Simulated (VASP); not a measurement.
# Sb (R-3m) in VASP: a series of runs

Sb is run at these levels: r2SCAN; tasks: single point.

Program: VASP 6.6.1. These are calculated values, not measurements. Logs are shortened: lines on timing, memory, paths and dates and some standing lists are left out, and cuts for length are marked.

## Step 1: The cell of the first run

It takes space group R-3m (No. 166, trigonal). The conventional cell has a = 4.354 Å, b = 4.354 Å, c = 11.490 Å, α = 90.00°, β = 90.00°, γ = 120.00°. Within 3.9 Å of Sb (site symmetry 3m) lie 6 Sb at 2.93 to 3.43 Å.

## Step 2: Single point, r2SCAN

Contents of POSCAR:

```
Sb
1.0
    2.1770673240      1.2569304056      3.8298803211
   -2.1770673240      1.2569304056      3.8298803211
    0.0000000000     -2.5138608111      3.8298803211
Sb
2
Direct
    0.2682562500      0.2682562500      0.2682562500
    0.7317437500      0.7317437500      0.7317437500
```

Contents of INCAR.step1:

```
  ALGO = Normal
  EDIFF = 1E-4
  ENCUT = 520
  GGA = PE
  ISMEAR = 0
  LASPH = T
  LCHARG = F
  LREAL = F
  LWAVE = T
  NBANDS = 12
  NELM = 80
  PREC = Accurate
  SIGMA = 0.1
```

Contents of INCAR.step2:

```
  ALGO = Normal
  EDIFF = 1E-6
  ENCUT = 520
  ISIF = 2
  ISMEAR = 0
  ISTART = 1
  LASPH = T
  LCHARG = F
  LMIXTAU = T
  LREAL = F
  LWAVE = F
  METAGGA = R2SCAN
  NBANDS = 12
  NELM = 80
  PREC = Accurate
  SIGMA = 0.1
```

Contents of KPOINTS:

```
k-points
0
Gamma
  6 6 6
```

Potentials or basis: VASP PAW PBE potentials, release 64 (Sb).

On the command line:

```bash
> cat potpaw_PBE.64/Sb/POTCAR > POTCAR
> cp INCAR.step1 INCAR
> mpirun -np 1 vasp_std > vasp.out
> cp INCAR.step2 INCAR
> mpirun -np 1 vasp_std > vasp.out
```

OUTCAR:

```text
EDIFF = 1E-6
   ENCUT = 520
   ISIF = 2
   ISMEAR = 0
   ISTART = 1
   LASPH = T
   LREAL = F
   METAGGA = R2SCAN
   NELM = 80
   PREC = Accurate

 ion  position               nearest neighbor table
   1  0.268  0.268  0.268-   2 2.93   2 2.93   2 2.93   2 3.43   2 3.43   2 3.43
   2  0.732  0.732  0.732-   1 2.93   1 2.93   1 2.93   1 3.43   1 3.43   1 3.43

  LATTYP: Found a trigonal (rhomboedric) cell.
 ALAT       =     4.5812093875
 COS(alpha) =     0.5483381276

  Lattice vectors:

 A1 = (   2.1770673240,   1.2569304056,   3.8298803211)
 A2 = (  -2.1770673240,   1.2569304056,   3.8298803211)
 A3 = (   0.0000000000,  -2.5138608111,   3.8298803211)

Analysis of symmetry for initial positions (statically):
=====================================================================
 Subroutine PRICEL returns:
 Original cell was already a primitive cell.

 Routine SETGRP: Setting up the symmetry group for a
 trigonal (rhombohedral) supercell.

 Subroutine GETGRP returns: Found 12 space group operations
 (whereof 12 operations were pure point group operations)
 out of a pool of 12 trial point group operations.

The static configuration has the point symmetry D_3d.

Analysis of symmetry for dynamics (positions and initial velocities):
=====================================================================
 Subroutine PRICEL returns:
 Original cell was already a primitive cell.

 Routine SETGRP: Setting up the symmetry group for a
 trigonal (rhombohedral) supercell.

 Subroutine GETGRP returns: Found 12 space group operations
 (whereof 12 operations were pure point group operations)
 out of a pool of 12 trial point group operations.

The dynamic configuration has the point symmetry D_3d.

 Subroutine INISYM returns: Found 12 space group operations
 (whereof 12 operations are pure point group operations),
 and found     1 'primitive' translations

----------------------------------------------------------------------------------------

                                     Primitive cell

  volume of cell :      62.8810

  direct lattice vectors                    reciprocal lattice vectors
     2.177067324  1.256930406  3.829880321     0.229666761  0.132598166  0.087034922
    -2.177067324  1.256930406  3.829880321    -0.229666761  0.132598166  0.087034922
     0.000000000 -2.513860811  3.829880321     0.000000000 -0.265196332  0.087034922

  length of vectors
     4.581209387  4.581209387  4.581209387     0.279113189  0.279113189  0.279113189

  position of ions in fractional coordinates (direct lattice)
     0.268256250  0.268256250  0.268256250
     0.731743750  0.731743750  0.731743750

  ion indices of the primitive-cell ions
   primitive index   ion index
                 1           1
                 2           2

----------------------------------------------------------------------------------------

 KPOINTS: k-points

Automatic generation of k-mesh.
 Grid dimensions read from file:
 generate k-points for:    6    6    6

 Generating k-lattice:

  Cartesian coordinates                     Fractional coordinates (reciprocal lattice)
     0.038277793  0.022099694  0.014505820     0.166666667 -0.000000000  0.000000000
    -0.038277793  0.022099694  0.014505820    -0.000000000  0.166666667  0.000000000
     0.000000000 -0.044199389  0.014505820     0.000000000  0.000000000  0.166666667

  Length of vectors
     0.046518865  0.046518865  0.046518865

  Shift w.r.t. Gamma in fractional coordinates (k-lattice)
     0.000000000  0.000000000  0.000000000

 Subroutine IBZKPT returns following result:
 ===========================================

 Found     32 irreducible k-points:

 Following reciprocal coordinates:
            Coordinates               Weight
  0.000000  0.000000  0.000000      1.000000
  0.166667  0.000000  0.000000      6.000000
  0.333333  0.000000 -0.000000      6.000000
  0.500000  0.000000 -0.000000      3.000000
  0.166667  0.166667  0.000000      6.000000
  0.333333  0.166667 -0.000000     12.000000
[... 16 lines left out ...]
  0.500000  0.500000  0.166667      6.000000
 -0.333333  0.500000  0.166667     12.000000
 [... further k-points ...]
   k-points           NKPTS =     32   k-points in BZ     NKDIM =     32   number of bands    NBANDS=     12
   number of dos      NEDOS =    301   number of ions     NIONS =      2
   total plane-waves  NPLWV =  46656
   dimension x,y,z NGX =    36 NGY =   36 NGZ =   36
   dimension x,y,z NGXF=    72 NGYF=   72 NGZF=   72
   ions per type =               2
   NGX,Y,Z   is equivalent  to a cutoff of  13.06, 13.06, 13.06 a.u.
   NGXF,Y,Z  is equivalent  to a cutoff of  26.13, 26.13, 26.13 a.u.
 SYSTEM =  unknown system
   PREC   = accura    normal or accurate (medium, high low for compatibility)
   ISTART =      1    job   : 0-new  1-cont  2-samecut
   ICHARG =      0    charge: 1-file 2-atom 10-const
   ISPIN  =      1    spin polarized calculation?
   LNONCOLLINEAR =      F non collinear calculations
   LSORBIT =      F    spin-orbit coupling
   LASPH  =      T    aspherical Exc in radial PAW
   ENCUT  =  520.0 eV  38.22 Ry    6.18 a.u.   8.52  8.52  8.52*2*pi/ulx,y,z
   NELM   =     80;   NELMIN=  2; NELMDL=  0     # of ELM steps
   EDIFF  = 0.1E-05   stopping-criterion for ELM
   LREAL  =      F    real-space projection
   EDIFFG = 0.1E-04   stopping-criterion for IOM
   NSW    =      0    number of steps for IOM
   IBRION =     -1    ionic relax: 0-MD 1-quasi-New 2-CG
   NFREE  =      0    steps in history (QN), initial steepest desc. (CG)
   ISIF   =      2    stress and relaxation
   ISYM   =      2    0-nonsym 1-usesym 2-fastsym
   POTIM  = 0.5000    time-step for ionic-motion
   TEBEG  =    0.0;   TEEND  =   0.0 temperature during run
   PSTRESS=    0.0 pullay stress
   NELECT =      10.0000    total number of electrons
   NUPDOWN=      -1.0000    fix difference up-down
   EMIN   =  10.00;   EMAX   =-10.00  energy-range for DOS
   EFERMI =   0.00;   METHOD = LEGACY
   ISMEAR =     0;   SIGMA  =   0.10  broadening in eV -4-tet -1-fermi 0-gaus
   EFERMI_NEDOS =   21; number of points for ismear=-14 and -15
   IALGO  =     38    algorithm
   IMIX   =      4    mixing-type and parameters
     AMIX     =   0.40;   BMIX     =  1.00
     AMIX_MAG =   1.60;   BMIX_MAG =  1.00
  volume/ion in A,a.u.               =      31.44       212.17
  Fermi-wavevector in a.u.,A,eV,Ry     =   0.886955  1.676102 10.703559  0.786689
  Thomas-Fermi vector in A             =   2.008190
   LORBIT       =      0    0 simple, 1 ext, 2 COOP (PROOUT), +10 PAW based schemes
   METAGGA = R2SCAN    functional components
   LHFCALC =     F    Hartree Fock is set to
   AEXX    =    0.0000 exact exchange contribution
   IVDW    =     0    specifies the selected vdW correction
   LEPSILON=     F    determine dielectric tensor
   LRPA    =     F    only Hartree local field effects (RPA)
 non-spin polarized calculation
 Gauss-broadening in eV      SIGMA  =   0.10
  energy-cutoff  :      520.00
  volume of cell :       62.88
 maximum number of plane-waves:      1716
 NGX is ok and might be reduce to    36
   NGX = 17   NGY = 17   NGZ = 17

 number of electron      10.0000000 magnetization

 Free energy of the ion-electron system (eV)
  ---------------------------------------------------
  ext. energy  EPLUGINS =         0.00000000
  ---------------------------------------------------
  free energy    TOTEN  =       -51.41240749 eV

  energy without entropy =      -51.41072191  energy(sigma->0) =      -51.41156470

 E-fermi :   6.8039     XC(G=0):  -9.8064

 val. band max:        6.8023594304   @ k =   0.3333   0.1667   0.1667
 cond. band min:       6.9831360248   @ k =   0.5000   0.5000   0.5000
 fundamental gap:      0.1807765944
 Fermi energy:         6.8038581839

 k-point     1 :       0.0000    0.0000    0.0000
  band No.  band energies     occupation
      1      -6.3129      2.00000
      2       1.7455      2.00000
      3       4.5903      2.00000
      4       4.8051      2.00000
      5       4.8051      2.00000
      6       8.7197      0.00000
      7       9.4358      0.00000
      8       9.4358      0.00000
      9      12.2772      0.00000
     10      12.2772      0.00000
     11      12.5283      0.00000
     12      13.9252      0.00000

 k-point     2 :       0.1667    0.0000    0.0000
  band No.  band energies     occupation
      1      -6.0023      2.00000
      2       0.5513      2.00000
      3       4.6069      2.00000
      4       4.7224      2.00000
      5       5.2657      2.00000
      6       8.5265      0.00000
      7       8.8271      0.00000
      8       8.8555      0.00000
      9      11.6675      0.00000
     10      12.2299      0.00000
     11      12.4988      0.00000
     12      15.5429      0.00000

 k-point     3 :       0.3333    0.0000   -0.0000
  band No.  band energies     occupation
      1      -5.0918      2.00000
      2      -1.5261      2.00000
      3       4.6049      2.00000
      4       4.6346      2.00000
      5       5.8829      2.00000
      6       7.4927      0.00000
      7       7.7109      0.00000
      8       7.8684      0.00000
      9      12.7666      0.00000
     10      13.5271      0.00000
     11      14.0786      0.00000
     12      17.6600      0.00000

 k-point     4 :       0.5000    0.0000   -0.0000
  band No.  band energies     occupation
      1      -3.9560      2.00000
      2      -3.1164      2.00000
      3       4.5693      2.00000
      4       4.7164      2.00000
      5       6.4250      2.00000
      6       6.6596      1.95869
      7       7.1514      0.00000
      8       7.4456      0.00000
      9      14.7278      0.00000
     10      15.1864      0.00000
     11      16.2398      0.00000
     12      16.2932      0.00000

 k-point     5 :       0.1667    0.1667    0.0000
  band No.  band energies     occupation
      1      -5.9247      2.00000
      2       0.5173      2.00000
      3       3.9180      2.00000
      4       4.2113      2.00000
      5       6.0457      2.00000
      6       7.6235      0.00000
      7       9.0905      0.00000
      8       9.9859      0.00000
      9      11.4919      0.00000
     10      12.9207      0.00000
     11      13.2385      0.00000
     12      14.5084      0.00000
[... 228 lines left out ...]
      1      -3.6500      2.00000
      2      -2.6702      2.00000
      3       2.2869      2.00000
      4       2.3502      2.00000
      5       5.8461      2.00000
      6       7.4250      0.00000
      7      10.8471      0.00000
      8      11.0533      0.00000
      9      12.5903      0.00000
     10      13.1007      0.00000
     11      16.9237      0.00000
     12      17.2197      0.00000

 k-point    22 :      -0.1667    0.3333    0.1667
  band No.  band energies     occupation
      1      -4.3637      2.00000
      2      -1.8933      2.00000
      3       2.4211      2.00000
      4       3.3331      2.00000
      5       4.8901      2.00000
      6       8.0940      0.00000
      7      10.0177      0.00000
      8      10.2826      0.00000
      9      12.0258      0.00000
     10      15.0262      0.00000
     11      15.4435      0.00000
     12      16.5260      0.00000

 k-point    23 :       0.5000    0.5000    0.1667
  band No.  band energies     occupation
      1      -4.2813      2.00000
      2      -1.6031      2.00000
      3       1.5569      2.00000
      4       3.3204      2.00000
      5       3.8267      2.00000
      6       9.0831      0.00000
      7      10.5676      0.00000
      8      11.8501      0.00000
      9      12.5152      0.00000
     10      16.0203      0.00000
     11      16.2753      0.00000
     12      16.7194      0.00000

 k-point    24 :      -0.3333    0.5000    0.1667
  band No.  band energies     occupation
      1      -3.6766      2.00000
      2      -2.2232      2.00000
      3       1.4205      2.00000
      4       2.2806      2.00000
      5       4.8285      2.00000
      6       8.7320      0.00000
      7      10.3029      0.00000
      8      12.5922      0.00000
      9      12.7807      0.00000
     10      14.1424      0.00000
     11      16.8770      0.00000
     12      17.8215      0.00000

 [... further k-points ...]

------------------------ aborting loop because EDIFF is reached ----------------------------------------

  FORCE on cell =-STRESS in cart. coord.  units (eV):
  Direction    XX          YY          ZZ          XY          YZ          ZX
  --------------------------------------------------------------------------------------
  -------------------------------------------------------------------------------------
  Total        0.0093411      0.0093411      0.1451369      0.0000000      0.0000000     -0.0000000
  in kB        0.2380071      0.2380071      3.6980165      0.0000000      0.0000000     -0.0000000
  external PRESSURE =       1.3913436 kB  Pullay stress =       0.0000000 kB

 VOLUME and BASIS-vectors are now :
 -----------------------------------------------------------------------------
  energy-cutoff  :      520.00
  volume of cell :       62.88
      direct lattice vectors                 reciprocal lattice vectors
     2.177067324  1.256930406  3.829880321     0.229666761  0.132598166  0.087034922
    -2.177067324  1.256930406  3.829880321    -0.229666761  0.132598166  0.087034922
     0.000000000 -2.513860811  3.829880321     0.000000000 -0.265196332  0.087034922

 POSITION                                       TOTAL-FORCE (eV/Angst)
 -----------------------------------------------------------------------------------
      0.00000      0.00000      3.08217         0.000000      0.000000      0.054638
      0.00000      0.00000      8.40747         0.000000     -0.000000     -0.054638
 -----------------------------------------------------------------------------------
    total drift:                                0.000000      0.000000     -0.000000

  FREE ENERGIE OF THE ION-ELECTRON SYSTEM (eV)
  ---------------------------------------------------
  free  energy   TOTEN  =       -51.4124074895 eV

  energy  without entropy=      -51.4107219105  energy(sigma->0) =      -51.41156470
```

Wall time 2.9 min (1 thread of Intel Xeon 8259CL, shared host); peak memory 0.22 GiB.

Results:

```
Free energy            : -51.4124 eV
Pressure               : 0.1 GPa
Largest force          : 0.055 eV/Å
Band gap on the k mesh : zero (bands 5 and 6 overlap by 0.14 eV)
```

Forces on the atoms (eV/Å):
```
Sb   0.000  0.000  0.055
Sb   0.000  0.000 -0.055
```

Caveat: the PAW data sets were made with another functional, which shifts forces and pressure a little; spin-orbit coupling is left out, which moves the levels of the heavy elements.

## Step 3: Single point, r2SCAN

This run uses another cell than the first one, of 31.57 Å³/atom.

Contents of POSCAR:

```
Sb
1.0
    2.1711713993      1.2535263918      3.8664378429
   -2.1711713993      1.2535263918      3.8664378429
    0.0000000000     -2.5070527836      3.8664378429
Sb
2
Direct
    0.2685874943      0.2685874943      0.2685874943
    0.7314125057      0.7314125057      0.7314125057
```

Contents of INCAR.step1:

```
SYSTEM = Sb
  PREC = Accurate
  ENCUT = 520
  ISMEAR = 0
  SIGMA = 0.1
  LREAL = .False.
  LASPH = .True.
  NELM = 100
  NBANDS = 12
  GGA = PE
  ALGO = Normal
  EDIFF = 1E-4
  LWAVE = .True.
  LCHARG = .False.
```

Contents of INCAR.step2:

```
SYSTEM = Sb
  PREC = Accurate
  ENCUT = 520
  EDIFF = 1E-7
  ISMEAR = 0
  SIGMA = 0.1
  LREAL = .False.
  LASPH = .True.
  NELM = 100
  ALGO = Normal
  ISIF = 2
  LWAVE = .False.
  LCHARG = .False.
  METAGGA = R2SCAN
  LMIXTAU = .True.
  NBANDS = 12
  ISTART = 1
```

Contents of KPOINTS:

```
Automatic mesh
0
Gamma
  12 12 12
  0 0 0
```

Potentials or basis: VASP PAW PBE potentials, release 64 (Sb).

On the command line:

```bash
> cat potpaw_PBE.64/Sb/POTCAR > POTCAR
> cp INCAR.step1 INCAR
> mpirun -np 1 vasp_std > vasp.out
> cp INCAR.step2 INCAR
> mpirun -np 1 vasp_std > vasp.out
```

OUTCAR:

```text
SYSTEM = Sb
   PREC = Accurate
   ENCUT = 520
   EDIFF = 1E-7
   ISMEAR = 0
   LREAL = .False.
   LASPH = .True.
   NELM = 100
   ISIF = 2
   METAGGA = R2SCAN
   ISTART = 1

 ion  position               nearest neighbor table
   1  0.269  0.269  0.269-   2 2.92   2 2.92   2 2.92   2 3.45   2 3.45   2 3.45
   2  0.731  0.731  0.731-   1 2.92   1 2.92   1 2.92   1 3.45   1 3.45   1 3.45

  LATTYP: Found a trigonal (rhomboedric) cell.
 ALAT       =     4.6081075566
 COS(alpha) =     0.5560101929

  Lattice vectors:
[... 550 lines left out ...]

  FORCE on cell =-STRESS in cart. coord.  units (eV):
  Direction    XX          YY          ZZ          XY          YZ          ZX
  --------------------------------------------------------------------------------------
  -------------------------------------------------------------------------------------
  Total        0.0437196      0.0437196      0.0337145      0.0000000     -0.0000000      0.0000000
  in kB        1.1094213      1.1094213      0.8555351      0.0000000     -0.0000000      0.0000000
  external PRESSURE =       1.0247926 kB  Pullay stress =       0.0000000 kB

 VOLUME and BASIS-vectors are now :
 -----------------------------------------------------------------------------
  energy-cutoff  :      520.00
  volume of cell :       63.14
      direct lattice vectors                 reciprocal lattice vectors
     2.171171399  1.253526392  3.866437843     0.230290432  0.132958243  0.086211998
    -2.171171399  1.253526392  3.866437843    -0.230290432  0.132958243  0.086211998
     0.000000000 -2.507052784  3.866437843     0.000000000 -0.265916486  0.086211998

 POSITION                                       TOTAL-FORCE (eV/Angst)
 -----------------------------------------------------------------------------------
      0.00000      0.00000      3.11543         0.000000      0.000000     -0.055967
      0.00000      0.00000      8.48388         0.000000      0.000000      0.055967
 -----------------------------------------------------------------------------------
    total drift:                               -0.000000     -0.000000      0.000000

  FREE ENERGIE OF THE ION-ELECTRON SYSTEM (eV)
  ---------------------------------------------------
  free  energy   TOTEN  =       -51.3933692466 eV

  energy  without entropy=      -51.3927422133  energy(sigma->0) =      -51.39305573
```

It took 9.5 min on 1 thread of Intel Xeon 8259CL, shared host; peak memory 0.3 GiB.

What came out:

| Property | Result |
| --- | --- |
| Free energy | -51.3934 eV |
| Pressure | 0.1 GPa |
| Largest force | 0.056 eV/Å |
| Band gap on the k mesh | zero (bands 5 and 6 overlap by 0.14 eV) |

Forces on the atoms (eV/Å):
```
Sb   0.000  0.000 -0.056
Sb   0.000  0.000  0.056
```

Caveat: the PAW data sets were made with another functional, which shifts forces and pressure a little; spin-orbit coupling is left out, which moves the levels of the heavy elements.
